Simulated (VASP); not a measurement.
A run of VASP 6.6.1 is set up as follows.

File INCAR:

```
ALGO = Normal
EDIFF = 1E-6
ENCUT = 500
GGA = CA
GGA_COMPAT = False
ISIF = 2
ISMEAR = 0
LASPH = True
LCHARG = False
LREAL = False
LWAVE = False
NBANDS = 15
NELM = 120
PREC = Accurate
SIGMA = 0.05
```

The input KPOINTS:

```
k-points
0
Gamma
  8 8 8
```

The input POSCAR:

```
CsI
1.0
    4.6654673611      0.0000000000      0.0000000000
    0.0000000000      4.6654673611      0.0000000000
    0.0000000000      0.0000000000      4.6654673611
Cs I
1 1
Direct
    0.0000000000      0.0000000000      0.0000000000
    0.5000000000      0.5000000000      0.5000000000
```

Potentials or basis: VASP PAW LDA potentials, release 64 (Cs_sv, I).

Command:

```sh
$ cat potpaw_LDA.64/Cs_sv/POTCAR potpaw_LDA.64/I/POTCAR > POTCAR
$ mpirun -np 1 vasp_std > vasp.out
```

(1) Estimate the pressure.

(2) Estimate the band gap on the k mesh.

Results:

(1) -1.9 GPa.

(2) 3.34 eV (least direct gap 3.44 eV).

Caveat: spin-orbit coupling is left out, which moves the levels of the heavy elements.
